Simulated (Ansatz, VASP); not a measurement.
Fe: VASP beside Ansatz

Contents of INCAR:

```
PREC = Accurate
ENCUT = 520
EDIFF = 1E-6
ISMEAR = 0
SIGMA = 0.018000000000000002
LREAL = F
LASPH = T
NELM = 150
ALGO = Normal
ISIF = 2
LWAVE = F
LCHARG = F
ISPIN = 2
MAGMOM = 3
LORBIT = 11
LMAXMIX = 4
GGA = PE
NBANDS = 14
```

Contents of KPOINTS:

```
regular mesh
0
Gamma
  13 13 13
```

The input POSCAR:

```
Fe
1.0
   -1.4430000000      1.4430000000      1.4430000000
    1.4430000000     -1.4430000000      1.4430000000
    1.4430000000      1.4430000000     -1.4430000000
Fe
1
Direct
    0.0000000000      0.0000000000      0.0000000000
```

input.yaml

```yaml
crystal:
  lattice:
    - [-1.443, 1.443, 1.443]
    - [1.443, -1.443, 1.443]
    - [1.443, 1.443, -1.443]
  atoms:
    - { symbol: Fe, position: [0.0, 0.0, 0.0], spin: 3.0 }
hamiltonian:
  xc: pbe
  pseudopotentials: { kind: paw }
magnetization:
  spin_polarized: true
kpoints:
  mp_grid: { grid: [13, 13, 13] }
scf:
  occupations: { method: gaussian, width: 0.018 }
output:
  forces: true
  stress: true
  eigenvalues: true
  write_density: true
  write_potential: true
  elf: true
  volumetric_format: npy
```

Alike in both runs: task single point; functional PBE; k mesh 13 × 13 × 13; occupations gaussian, width 0.018 eV; collinear spin.

```csv
,VASP,Ansatz
version,VASP 6.6.1,Ansatz 0.2.0
potentials or method,"VASP PAW PBE potentials, release 64 (Fe)",Ansatz PAW
plane-wave cutoff (eV),520,420
valence electrons in the cell,8,16
```

VASP gave:

```
gap on the k mesh at the Fermi level (eV)                     : none
pressure (GPa)                                                : -9.5
net moment per atom (μB)                                      : 2.28
size of the moment on the site where the two differ most (μB) : 2.29
```

Q: What did Ansatz give for the same quantities?

A: gap on the k mesh at the Fermi level (eV): none; pressure (GPa): -9.6; net moment per atom (μB): 2.25; size of the moment on the site where the two differ most (μB): 2.31.

Site moments also hang on the region over which each program counts them. A gap of «none» marks a metal or a gap that the smearing closes. The functional is the same, so the differences come from potentials, cutoffs and numerics. VASP's potentials hold 8 valence electrons a cell and Ansatz's 16, so a difference there can come from the potentials and not from the codes.
